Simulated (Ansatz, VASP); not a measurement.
This is a calculation of Sb for Ansatz 0.2.0.

Contents of input.yaml:

```yaml
crystal:
  lattice:
    - [-1.5765401831, 1.5765401831, 2.7119384313]
    - [1.5765401831, -1.5765401831, 2.7119384313]
    - [1.5765401831, 1.5765401831, -2.7119384313]
  atoms:
    - { symbol: Sb, position: [0.0, 0.0, 0.0] }
kpoints:
  mp_grid: { grid: [12, 12, 12] }
scf:
  occupations: { method: fermi_dirac, width: 0.05 }
hamiltonian:
  xc: pbesol
  pseudopotentials: { kind: all_electron, lapw: { basis_error: 0.001 } }
output:
  forces: true
  stress: true
relax:
  f_tol: 0.005
  max_steps: 60
  cell: {}
```

Potentials or basis: all-electron LAPW, scalar-relativistic.

Launch:

```bash
$ ansatz run input.yaml --threads 1 --pin off --max-ram 3072MiB --backend cpu --events-out ev --progress --plain --runs-dir out
```

**Question.** Translate it to VASP 6.6.1. Potentials there: VASP PAW PBE potentials, release 64 (Sb).

**Answer.** As run (the cutoff follows the program's own potentials):

File INCAR:

```
PREC     = Accurate       # precision mode
ENCUT    = 600            # plane-wave cutoff, eV
EDIFF    = 1E-7           # SCF threshold, eV
ISMEAR   = -1             # smearing method
SIGMA    = 0.05           # smearing width, eV
LREAL    = False          # projectors in reciprocal space
LASPH    = True           # aspherical terms in the spheres
NELM     = 80             # most SCF steps
ALGO     = Normal         # electronic algorithm
ISIF     = 3              # what is computed and relaxed
LWAVE    = False          # write WAVECAR
LCHARG   = False          # write CHGCAR
GGA      = PS             # functional
IBRION   = 2              # ionic algorithm
NSW      = 80             # ionic steps
EDIFFG   = -0.005         # ionic threshold
```

File KPOINTS:

```
Automatic mesh
0
Gamma
  12 12 12
```

File POSCAR:

```
Sb
1.0
   -1.5765401831      1.5765401831      2.7119384313
    1.5765401831     -1.5765401831      2.7119384313
    1.5765401831      1.5765401831     -2.7119384313
Sb
1
Direct
    0.0000000000      0.0000000000      0.0000000000
```

Potentials or basis: VASP PAW PBE potentials, release 64 (Sb).

Launch:

```console
$ cat potpaw_PBE.64/Sb/POTCAR > POTCAR
$ mpirun -np 1 vasp_std > vasp.out
```

Both were run:

|  | VASP | Ansatz | Ansatz less VASP |
| --- | --- | --- | --- |
| relaxed volume (Å³/atom) | 26.32 | 26.32 | +0.005 |
| relaxed length of the cell vector where the two differ most in proportion (Å) | 3.439 | 3.440 | +0.0009 |

VASP's potentials were made for PBE, not for PBEsol. Ansatz ran all-electron here, and VASP with PAW potentials.

Neither program's run includes spin-orbit coupling.
